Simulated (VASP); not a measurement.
# CdIr (P6/mmm) in VASP: notebook

CdIr is run at these levels: r2SCAN; tasks: single point.

Everything below comes from runs of VASP 6.6.1. Logs are shortened: lines on timing, memory, paths and dates and some standing lists are left out, and cuts for length are marked.

### Step 1. The cell of the first run

The structure is hexagonal, space group P6/mmm (No. 191). Conventional cell: a = 3.285 Å, b = 3.285 Å, c = 4.448 Å, α = 90.00°, β = 90.00°, γ = 120.00°. Cd (site symmetry 6/mmm) has 2 Ir at 2.22 Å within 2.9 Å. Ir (site symmetry 6/mmm) has 2 Cd at 2.22 Å within 2.9 Å.

### Step 2. Single point, r2SCAN

File POSCAR:

```
CdIr
1.0
    3.2853797500      0.0000000000      0.0000000000
   -1.6426898800      2.8452223300      0.0000000000
    0.0000000000      0.0000000000      4.4478366900
Cd Ir
1 1
Direct
    0.0000000000      0.0000000000      0.0000000000
    0.0000000000      0.0000000000      0.5000000000
```

File INCAR.step1:

```
PREC = Accurate ; ENCUT = 520
ISMEAR = 1 ; SIGMA = 0.1
LREAL = False ; LASPH = True
NELM = 100 ; NBANDS = 18
GGA = PE ; ALGO = Normal
EDIFF = 1E-4 ; LWAVE = True
LCHARG = False
```

File INCAR.step2:

```
PREC = Accurate ; ENCUT = 520
EDIFF = 1E-7 ; ISMEAR = 1
SIGMA = 0.1 ; LREAL = False
LASPH = True ; NELM = 100
ALGO = Normal ; ISIF = 2
LWAVE = False ; LCHARG = False
METAGGA = R2SCAN ; LMIXTAU = True
NBANDS = 18 ; ISTART = 1
```

File KPOINTS:

```
regular mesh
0
Gamma
  8 8 5
```

Potentials or basis: VASP PAW PBE potentials, release 64 (Cd, Ir).

The run is started by

```sh
$ cat potpaw_PBE.64/Cd/POTCAR potpaw_PBE.64/Ir/POTCAR > POTCAR
$ cp INCAR.step1 INCAR
$ mpirun -np 1 vasp_std > vasp.out
$ cp INCAR.step2 INCAR
$ mpirun -np 1 vasp_std > vasp.out
```

OUTCAR:

```text
PREC = Accurate
   ENCUT = 520
   EDIFF = 1E-7
   ISMEAR = 1
   LREAL = False
   LASPH = True
   NELM = 100
   ISIF = 2
   METAGGA = R2SCAN
   ISTART = 1

 ion  position               nearest neighbor table
   1  0.000  0.000  0.000-   2 2.22   2 2.22
   2  0.000  0.000  0.500-   1 2.22   1 2.22

  LATTYP: Found a hexagonal cell.
 ALAT       =     3.2853797500
 C/A-ratio  =     1.3538272676

  Lattice vectors:

 A1 = (   3.2853797500,   0.0000000000,   0.0000000000)
 A2 = (  -1.6426898800,   2.8452223300,   0.0000000000)
 A3 = (   0.0000000000,   0.0000000000,   4.4478366900)

Analysis of symmetry for initial positions (statically):
=====================================================================
 Subroutine PRICEL returns:
 Original cell was already a primitive cell.

 Routine SETGRP: Setting up the symmetry group for a
 hexagonal supercell.

 Subroutine GETGRP returns: Found 24 space group operations
 (whereof 24 operations were pure point group operations)
 out of a pool of 24 trial point group operations.

The static configuration has the point symmetry D_6h.

Analysis of symmetry for dynamics (positions and initial velocities):
=====================================================================
 Subroutine PRICEL returns:
 Original cell was already a primitive cell.

 Routine SETGRP: Setting up the symmetry group for a
 hexagonal supercell.

 Subroutine GETGRP returns: Found 24 space group operations
 (whereof 24 operations were pure point group operations)
 out of a pool of 24 trial point group operations.

The dynamic configuration has the point symmetry D_6h.

 Subroutine INISYM returns: Found 24 space group operations
 (whereof 24 operations are pure point group operations),
 and found     1 'primitive' translations

----------------------------------------------------------------------------------------

                                     Primitive cell

  volume of cell :      41.5768

  direct lattice vectors                    reciprocal lattice vectors
     3.285379750  0.000000000  0.000000000     0.304378816  0.175733192  0.000000000
    -1.642689880  2.845222330  0.000000000     0.000000000  0.351466383  0.000000000
     0.000000000  0.000000000  4.447836690     0.000000000  0.000000000  0.224828399

  length of vectors
     3.285379750  3.285379757  4.447836690     0.351466383  0.351466383  0.224828399

  position of ions in fractional coordinates (direct lattice)
     0.000000000  0.000000000  0.000000000
[... 70 lines left out ...]
   ISTART =      1    job   : 0-new  1-cont  2-samecut
   ICHARG =      0    charge: 1-file 2-atom 10-const
   ISPIN  =      1    spin polarized calculation?
   LNONCOLLINEAR =      F non collinear calculations
   LSORBIT =      F    spin-orbit coupling
   LASPH  =      T    aspherical Exc in radial PAW
   ENCUT  =  520.0 eV  38.22 Ry    6.18 a.u.   6.11  6.11  8.27*2*pi/ulx,y,z
   NELM   =    100;   NELMIN=  2; NELMDL=  0     # of ELM steps
   EDIFF  = 0.1E-06   stopping-criterion for ELM
   LREAL  =      F    real-space projection
   EDIFFG = 0.1E-05   stopping-criterion for IOM
   NSW    =      0    number of steps for IOM
   IBRION =     -1    ionic relax: 0-MD 1-quasi-New 2-CG
   NFREE  =      0    steps in history (QN), initial steepest desc. (CG)
   ISIF   =      2    stress and relaxation
   ISYM   =      2    0-nonsym 1-usesym 2-fastsym
   POTIM  = 0.5000    time-step for ionic-motion
   TEBEG  =    0.0;   TEEND  =   0.0 temperature during run
   PSTRESS=    0.0 pullay stress
   NELECT =      21.0000    total number of electrons
   NUPDOWN=      -1.0000    fix difference up-down
   EMIN   =  10.00;   EMAX   =-10.00  energy-range for DOS
   EFERMI =   0.00;   METHOD = LEGACY
   ISMEAR =     1;   SIGMA  =   0.10  broadening in eV -4-tet -1-fermi 0-gaus
   EFERMI_NEDOS =   21; number of points for ismear=-14 and -15
   IALGO  =     38    algorithm
   IMIX   =      4    mixing-type and parameters
     AMIX     =   0.40;   BMIX     =  1.00
     AMIX_MAG =   1.60;   BMIX_MAG =  1.00
  volume/ion in A,a.u.               =      20.79       140.29
  Fermi-wavevector in a.u.,A,eV,Ry     =   1.303760  2.463750 23.127056  1.699791
  Thomas-Fermi vector in A             =   2.434741
   LORBIT       =      0    0 simple, 1 ext, 2 COOP (PROOUT), +10 PAW based schemes
   METAGGA = R2SCAN    functional components
   LHFCALC =     F    Hartree Fock is set to
   AEXX    =    0.0000 exact exchange contribution
   IVDW    =     0    specifies the selected vdW correction
   LEPSILON=     F    determine dielectric tensor
   LRPA    =     F    only Hartree local field effects (RPA)
 non-spin polarized calculation
 Methfessel and Paxton  Order N= 1 SIGMA  =   0.10
  energy-cutoff  :      520.00
  volume of cell :       41.58
 maximum number of plane-waves:      1132
   NGX = 13   NGY = 13   NGZ = 17

 number of electron      21.0000004 magnetization

 Free energy of the ion-electron system (eV)
  ---------------------------------------------------
  ext. energy  EPLUGINS =         0.00000000
  ---------------------------------------------------
  free energy    TOTEN  =       -67.51554602 eV

  energy without entropy =      -67.51789530  energy(sigma->0) =      -67.51632911

 E-fermi :   3.4281     XC(G=0): -12.0506

 val. band max:        3.3225650264   @ k =   0.3750   0.0000   0.4000
 cond. band min:       3.4847704568   @ k =   0.3750   0.0000   0.4000
 fundamental gap:      0.1622054304
 Fermi energy:         3.4281072388

 k-point     1 :       0.0000    0.0000    0.0000
  band No.  band energies     occupation
      1      -7.6063      2.00000
      2      -5.9236      2.00000
      3      -5.9236      2.00000
      4      -5.5233      2.00000
      5      -5.5233      2.00000
      6      -4.4067      2.00000
[... 481 lines left out ...]
      5      -5.0366      2.00000
      6      -0.8465      2.00000
[... 10 lines left out ...]
     17      16.5769      0.00000
     18      18.2108      0.00000

 [... further k-points ...]
[... 5 lines left out ...]
  --------------------------------------------------------------------------------------
  -------------------------------------------------------------------------------------
  Total       -6.2324803     -6.2324803     33.1916715      0.0000000     -0.0000000      0.0000000
  in kB     -240.1711738   -240.1711747   1279.0546118      0.0000004     -0.0000000      0.0000000
  external PRESSURE =     266.2374211 kB  Pullay stress =       0.0000000 kB

 VOLUME and BASIS-vectors are now :
 -----------------------------------------------------------------------------
  energy-cutoff  :      520.00
  volume of cell :       41.58
      direct lattice vectors                 reciprocal lattice vectors
     3.285379750  0.000000000  0.000000000     0.304378816  0.175733192  0.000000000
    -1.642689880  2.845222330  0.000000000     0.000000000  0.351466383  0.000000000
     0.000000000  0.000000000  4.447836690     0.000000000  0.000000000  0.224828399

 POSITION                                       TOTAL-FORCE (eV/Angst)
 -----------------------------------------------------------------------------------
      0.00000      0.00000      0.00000         0.000000      0.000000      0.000000
      0.00000      0.00000      2.22392        -0.000000      0.000000      0.000000
 -----------------------------------------------------------------------------------
    total drift:                                0.000000     -0.000000      0.000000

  FREE ENERGIE OF THE ION-ELECTRON SYSTEM (eV)
  ---------------------------------------------------
  free  energy   TOTEN  =       -67.5155460240 eV

  energy  without entropy=      -67.5178952958  energy(sigma->0) =      -67.51632911
```

OSZICAR.step1:

```text
N       E                     dE             d eps       ncg     rms          rms(c)
DAV:   1     0.159721944805E+03    0.15972E+03   -0.10392E+04  1112   0.111E+03
DAV:   2    -0.710025557907E+00   -0.16043E+03   -0.15003E+03  1080   0.303E+02
DAV:   3    -0.493451309283E+01   -0.42245E+01   -0.41905E+01  1318   0.580E+01
DAV:   4    -0.496028692705E+01   -0.25774E-01   -0.25762E-01  1258   0.409E+00
DAV:   5    -0.496074445332E+01   -0.45753E-03   -0.45752E-03  1272   0.565E-01    0.161E+01
DAV:   6    -0.470956488908E+01    0.25118E+00   -0.22042E-01  1222   0.660E+00    0.101E+01
DAV:   7    -0.463016100880E+01    0.79404E-01   -0.16817E-01  1132   0.426E+00    0.935E-01
DAV:   8    -0.462859065513E+01    0.15704E-02   -0.29804E-02  1182   0.238E+00    0.430E-01
DAV:   9    -0.462846196022E+01    0.12869E-03   -0.63214E-04  1262   0.279E-01    0.140E-01
DAV:  10    -0.462848237131E+01   -0.20411E-04   -0.52336E-05   620   0.736E-02
   1 F= -.46284824E+01 E0= -.46293053E+01  d E =0.246877E-02
```

Wall time 56 s (1 thread of Intel Xeon Platinum 8375C at 2.90GHz (Ice Lake), shared host); peak memory 0.17 GiB.

Results:

- Free energy: -67.5155 eV
- Pressure: 26.6 GPa

Levels at points of the mesh, in eV from the Fermi level:
```tsv
k point	band 8	band 9	band 10	band 11	band 12	band 13
(0.00, 0.00, 0.00)	-1.42	-1.42	-0.16	-0.16	1.33	6.81
(0.50, 0.00, 0.00)	-1.45	-1.33	-0.40	0.42	2.13	5.64
```

Caveat: the PAW data sets were made with another functional, which shifts forces and pressure a little; spin-orbit coupling is left out, which moves the levels of the heavy elements.

### Step 3. Single point, r2SCAN

POSCAR is that of step 2.

File INCAR.step1:

```
SYSTEM = CdIr
PREC     = Accurate       ! precision mode
ENCUT    = 520            ! plane-wave cutoff, eV
ISMEAR   = 1              ! smearing method
SIGMA    = 0.1            ! smearing width, eV
LREAL    = .FALSE.        ! projectors in reciprocal space
LASPH    = .TRUE.         ! aspherical terms in the spheres
NELM     = 60             ! most SCF steps
NBANDS   = 18             ! bands
GGA      = PE             ! functional
ALGO     = Normal         ! electronic algorithm
EDIFF    = 1E-4           ! SCF threshold, eV
LWAVE    = .TRUE.         ! write WAVECAR
LCHARG   = .FALSE.        ! write CHGCAR
```

File INCAR.step2:

```
SYSTEM = CdIr
PREC     = Accurate       ! precision mode
ENCUT    = 520            ! plane-wave cutoff, eV
EDIFF    = 1E-6           ! SCF threshold, eV
ISMEAR   = 1              ! smearing method
SIGMA    = 0.1            ! smearing width, eV
LREAL    = .FALSE.        ! projectors in reciprocal space
LASPH    = .TRUE.         ! aspherical terms in the spheres
NELM     = 60             ! most SCF steps
ALGO     = Normal         ! electronic algorithm
ISIF     = 2              ! what is computed and relaxed
LWAVE    = .FALSE.        ! write WAVECAR
LCHARG   = .FALSE.        ! write CHGCAR
METAGGA  = R2SCAN         ! meta-GGA
LMIXTAU  = .TRUE.       
NBANDS   = 18             ! bands
ISTART   = 1
```

File KPOINTS:

```
regular mesh
0
G
  8 8 5
  0 0 0
```

Potentials or basis: VASP PAW PBE potentials, release 64 (Cd, Ir).

The run is started by

```sh
$ cat potpaw_PBE.64/Cd/POTCAR potpaw_PBE.64/Ir/POTCAR > POTCAR
$ cp INCAR.step1 INCAR
$ mpirun -np 1 vasp_std > vasp.out
$ cp INCAR.step2 INCAR
$ mpirun -np 1 vasp_std > vasp.out
```

OUTCAR:

```text
SYSTEM = CdIr
   PREC = Accurate
   ENCUT = 520
   EDIFF = 1E-6
   ISMEAR = 1
   LREAL = .FALSE.
   LASPH = .TRUE.
   NELM = 60
   ISIF = 2
   METAGGA = R2SCAN
   ISTART = 1

 ion  position               nearest neighbor table
   1  0.000  0.000  0.000-   2 2.22   2 2.22
   2  0.000  0.000  0.500-   1 2.22   1 2.22

  LATTYP: Found a hexagonal cell.
 ALAT       =     3.2853797500
 C/A-ratio  =     1.3538272676

  Lattice vectors:

 A1 = (   3.2853797500,   0.0000000000,   0.0000000000)
 A2 = (  -1.6426898800,   2.8452223300,   0.0000000000)
 A3 = (   0.0000000000,   0.0000000000,   4.4478366900)

Analysis of symmetry for initial positions (statically):
=====================================================================
 Subroutine PRICEL returns:
 Original cell was already a primitive cell.

 Routine SETGRP: Setting up the symmetry group for a
 hexagonal supercell.

 Subroutine GETGRP returns: Found 24 space group operations
 (whereof 24 operations were pure point group operations)
 out of a pool of 24 trial point group operations.

The static configuration has the point symmetry D_6h.

Analysis of symmetry for dynamics (positions and initial velocities):
=====================================================================
 Subroutine PRICEL returns:
 Original cell was already a primitive cell.

 Routine SETGRP: Setting up the symmetry group for a
 hexagonal supercell.

 Subroutine GETGRP returns: Found 24 space group operations
 (whereof 24 operations were pure point group operations)
 out of a pool of 24 trial point group operations.

The dynamic configuration has the point symmetry D_6h.

 Subroutine INISYM returns: Found 24 space group operations
 (whereof 24 operations are pure point group operations),
 and found     1 'primitive' translations
[... 102 lines left out ...]
   ISYM   =      2    0-nonsym 1-usesym 2-fastsym
   POTIM  = 0.5000    time-step for ionic-motion
   TEBEG  =    0.0;   TEEND  =   0.0 temperature during run
   PSTRESS=    0.0 pullay stress
   NELECT =      21.0000    total number of electrons
   NUPDOWN=      -1.0000    fix difference up-down
   EMIN   =  10.00;   EMAX   =-10.00  energy-range for DOS
   EFERMI =   0.00;   METHOD = LEGACY
   ISMEAR =     1;   SIGMA  =   0.10  broadening in eV -4-tet -1-fermi 0-gaus
   EFERMI_NEDOS =   21; number of points for ismear=-14 and -15
   IALGO  =     38    algorithm
   IMIX   =      4    mixing-type and parameters
     AMIX     =   0.40;   BMIX     =  1.00
     AMIX_MAG =   1.60;   BMIX_MAG =  1.00
  volume/ion in A,a.u.               =      20.79       140.29
  Fermi-wavevector in a.u.,A,eV,Ry     =   1.303760  2.463750 23.127056  1.699791
  Thomas-Fermi vector in A             =   2.434741
   LORBIT       =      0    0 simple, 1 ext, 2 COOP (PROOUT), +10 PAW based schemes
   METAGGA = R2SCAN    functional components
   LHFCALC =     F    Hartree Fock is set to
   AEXX    =    0.0000 exact exchange contribution
   IVDW    =     0    specifies the selected vdW correction
   LEPSILON=     F    determine dielectric tensor
   LRPA    =     F    only Hartree local field effects (RPA)
 non-spin polarized calculation
 Methfessel and Paxton  Order N= 1 SIGMA  =   0.10
  energy-cutoff  :      520.00
  volume of cell :       41.58
 maximum number of plane-waves:      1132
   NGX = 13   NGY = 13   NGZ = 17

 number of electron      21.0000004 magnetization

 Free energy of the ion-electron system (eV)
  ---------------------------------------------------
  ext. energy  EPLUGINS =         0.00000000
  ---------------------------------------------------
  free energy    TOTEN  =       -67.51554328 eV

  energy without entropy =      -67.51788092  energy(sigma->0) =      -67.51632249

 E-fermi :   3.4274     XC(G=0): -12.0504

 val. band max:        3.3223789974   @ k =   0.3750   0.0000   0.4000
 cond. band min:       3.4841132756   @ k =   0.3750   0.0000   0.4000
 fundamental gap:      0.1617342782
 Fermi energy:         3.4274197820

 k-point     1 :       0.0000    0.0000    0.0000
  band No.  band energies     occupation
      1      -7.6064      2.00000
      2      -5.9234      2.00000
      3      -5.9234      2.00000
      4      -5.5230      2.00000
      5      -5.5230      2.00000
      6      -4.4064      2.00000
[... 481 lines left out ...]
      5      -5.0363      2.00000
      6      -0.8465      2.00000
[... 10 lines left out ...]
     17      16.5764      0.00000
     18      18.2109      0.00000

 [... further k-points ...]
[... 5 lines left out ...]
  --------------------------------------------------------------------------------------
  -------------------------------------------------------------------------------------
  Total       -6.2213263     -6.2213263     33.1996706      0.0000000      0.0000000      0.0000000
  in kB     -239.7413482   -239.7413491   1279.3628621      0.0000004      0.0000000      0.0000000
  external PRESSURE =     266.6267216 kB  Pullay stress =       0.0000000 kB

 VOLUME and BASIS-vectors are now :
 -----------------------------------------------------------------------------
  energy-cutoff  :      520.00
  volume of cell :       41.58
      direct lattice vectors                 reciprocal lattice vectors
     3.285379750  0.000000000  0.000000000     0.304378816  0.175733192  0.000000000
    -1.642689880  2.845222330  0.000000000     0.000000000  0.351466383  0.000000000
     0.000000000  0.000000000  4.447836690     0.000000000  0.000000000  0.224828399

 POSITION                                       TOTAL-FORCE (eV/Angst)
 -----------------------------------------------------------------------------------
      0.00000      0.00000      0.00000        -0.000000      0.000000      0.000000
      0.00000      0.00000      2.22392         0.000000      0.000000      0.000000
 -----------------------------------------------------------------------------------
    total drift:                                0.000000     -0.000000      0.000000

  FREE ENERGIE OF THE ION-ELECTRON SYSTEM (eV)
  ---------------------------------------------------
  free  energy   TOTEN  =       -67.5155432751 eV

  energy  without entropy=      -67.5178809231  energy(sigma->0) =      -67.51632249
```

OUTCAR.step1:

```text
SYSTEM = CdIr
   PREC = Accurate
   ENCUT = 520
   ISMEAR = 1
   LREAL = .FALSE.
   LASPH = .TRUE.
[... 726 lines left out ...]
      0.00000      0.00000      0.00000         0.000000      0.000000      0.000000
      0.00000      0.00000      2.22392        -0.000000      0.000000      0.000000
 -----------------------------------------------------------------------------------
    total drift:                                0.000000      0.000000      0.000000

  FREE ENERGIE OF THE ION-ELECTRON SYSTEM (eV)
  ---------------------------------------------------
  free  energy   TOTEN  =        -4.6284823713 eV

  energy  without entropy=       -4.6309511385  energy(sigma->0) =       -4.62930529
```

Wall time 43 s (1 thread of Intel Xeon Platinum 8375C at 2.90GHz (Ice Lake), shared host); peak memory 0.17 GiB.

Results:

| Quantity | Value |
| --- | --- |
| Free energy | -67.5155 eV |
| Pressure | 26.7 GPa |

Stress tensor (GPa, compression positive):
```
-23.97   0.00   0.00
  0.00 -23.97   0.00
  0.00   0.00 127.94
```

Levels at points of the mesh, in eV from the Fermi level:
```
           k point  band 7  band 8  band 9  band 10  band 11  band 12  band 13  band 14
(0.00, 0.00, 0.00)   -3.21   -1.42   -1.42    -0.16    -0.16     1.33     6.81    11.86
(0.50, 0.00, 0.00)   -2.25   -1.44   -1.33    -0.40     0.42     2.13     5.64     6.39
```

Caveat: the PAW data sets were made with another functional, which shifts forces and pressure a little; spin-orbit coupling is left out, which moves the levels of the heavy elements.
